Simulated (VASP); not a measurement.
Write the native input for VASP 6.6.1 that does the following.

| Quantity | Value |
| --- | --- |
| Task | single point |
| Functional | PBEsol |
| Potentials or basis | VASP PAW PBE potentials, release 64 (W_sv) |
| Cutoff | 520 eV |
| k mesh | 20 × 20 × 20 |
| Occupations | gaussian, width 0.15 eV |
| Spin | no spin polarisation |
| Dipole correction | no |
| Further INCAR settings | ALGO = Fast; EDIFF = 1e-07; NBANDS = 13 |

The structure of W lies in POSCAR:

```
W
1.0
   -1.5973000000      1.6721335050      1.6721335050
    1.5973000000     -1.5224664950      1.5224664950
    1.5973000000      1.5224664950     -1.5224664950
W
1
Direct
    0.0000000000      0.0000000000      0.0000000000
```

This cell differs from its parent crystal: strain +0.0937 x Voigt [0, 0, 0, 1, 0, 0].

One way to write it, as run:

INCAR

```
PREC = Accurate ; ENCUT = 520
EDIFF = 1E-7 ; ISMEAR = 0
SIGMA = 0.15 ; LREAL = False
LASPH = True ; NELM = 100
ALGO = Fast ; ISIF = 2
LWAVE = False ; LCHARG = False
GGA = PS ; NBANDS = 13
```

KPOINTS

```
Automatic mesh
0
Gamma
  20 20 20
```

Potentials or basis: VASP PAW PBE potentials, release 64 (W_sv).

Command:

```sh
$ cat potpaw_PBE.64/W_sv/POTCAR > POTCAR
$ mpirun -np 1 vasp_std > vasp.out
```

It gave:

The pressure is -8.7 GPa and the band gap on the k mesh is zero (bands 7 and 8 overlap by 4.96 eV).

Caveat: the cell differs from its parent crystal (strain +0.0937 x Voigt [0, 0, 0, 1, 0, 0]); the cell stands under tension; the PAW data sets were made with another functional, which shifts forces and pressure a little; spin-orbit coupling is left out, which moves the levels of the heavy elements.

Wall time 67 s on 1 thread of Intel(R) Xeon(R) 6975P-C (Granite Rapids), with other jobs on the host, peak memory 0.33 GiB.
